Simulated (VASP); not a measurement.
Write the native input for VASP 6.6.1 that does the following.

```
Task                   : single point
Functional             : PBE
Potentials or basis    : VASP PAW PBE potentials, release 64 (Si, C)
Cutoff                 : 520 eV
k mesh                 : 16 × 16 × 9
Occupations            : fermi-dirac, width 0.02 eV
Spin                   : no spin polarisation
Dipole correction      : no
Further INCAR settings : ALGO = Normal; EDIFF = 1e-06; NBANDS = 16
```

The structure of SiC (Moissanite) lies in POSCAR:

```
SiC
1.0
    3.0760000000      0.0000000000      0.0000000000
   -1.5380000000      2.6638941420      0.0000000000
    0.0000000000      0.0000000000      4.9470400000
Si C
2 2
Direct
    0.3333333333      0.6666666667      0.0033642777
    0.6666666667      0.3333333333      0.5033642777
    0.3333333333      0.6666666667      0.3816357223
    0.6666666667      0.3333333333      0.8816357223
```

This cell differs from its parent crystal: z stretched by -2 %, then relaxed in part.

One way to write it, as run:

INCAR

```
SYSTEM = SiC
PREC     = Accurate       ! precision mode
ENCUT    = 520            ! plane-wave cutoff, eV
EDIFF    = 1E-6           ! SCF threshold, eV
ISMEAR   = -1             ! smearing method
SIGMA    = 0.02           ! smearing width, eV
LREAL    = .False.        ! projectors in reciprocal space
LASPH    = .True.         ! aspherical terms in the spheres
NELM     = 60             ! most SCF steps
ALGO     = Normal         ! electronic algorithm
ISIF     = 2              ! what is computed and relaxed
LWAVE    = .False.        ! write WAVECAR
LCHARG   = .True.         ! write CHGCAR
GGA      = PE             ! functional
LELF     = .True.         ! ELF
LVHAR    = .True.       
NBANDS   = 16             ! bands
```

KPOINTS

```
regular mesh
0
Gamma
  16 16 9
  0 0 0
```

Potentials or basis: VASP PAW PBE potentials, release 64 (Si, C).

Launch:

```sh
$ cat potpaw_PBE.64/Si/POTCAR potpaw_PBE.64/C/POTCAR > POTCAR
$ mpirun -np 1 vasp_std > vasp.out
```

It gave:

The pressure is 8.1 GPa. The band gap on the k mesh is 2.37 eV, indirect (least direct gap 3.85 eV).

Caveat: the cell differs from its parent crystal (z stretched by -2 %, then relaxed in part).

It took 53 s on 1 thread of AMD EPYC 9R45 96-Core Processor (Zen 5), with other jobs on the host, peak memory 0.18 GiB.
